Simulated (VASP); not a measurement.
Zn: single point with PBE

Zn:

```
Zn
1.0
     0.00000    1.96569    1.96569
     1.96569    0.00000    1.96569
     1.96569    1.96569    0.00000
Zn
1
Cartesian
  0.0000 0.0000 0.0000
```

```yaml
Program: VASP 6.6.1
Task: single point
Functional: PBE
Potentials_or_basis: VASP PAW PBE potentials, release 64 (Zn)
Cutoff: 520 eV
k_mesh: 15 × 15 × 15
Occupations: fermi-dirac, width 0.1 eV
Spin: no spin polarisation
```

| Property | Result |
| --- | --- |
| Pressure | 0.1 GPa |
| Band gap on the k mesh | zero (band 6 reaches 4.88 eV, above the bottom of band 7 at 1.84 eV) |

Levels at points of the mesh, in eV from the Fermi level:
```csv
k point,band 4,band 5,band 6,band 7,band 8,band 9
"(0.00, 0.00, 0.00)",-7.58,-7.21,-7.21,18.29,18.29,18.29
```

It took 13 s on 1 thread of Intel(R) Xeon(R) Platinum 8559C (Emerald Rapids), on a shared host, peak memory 0.14 GiB.
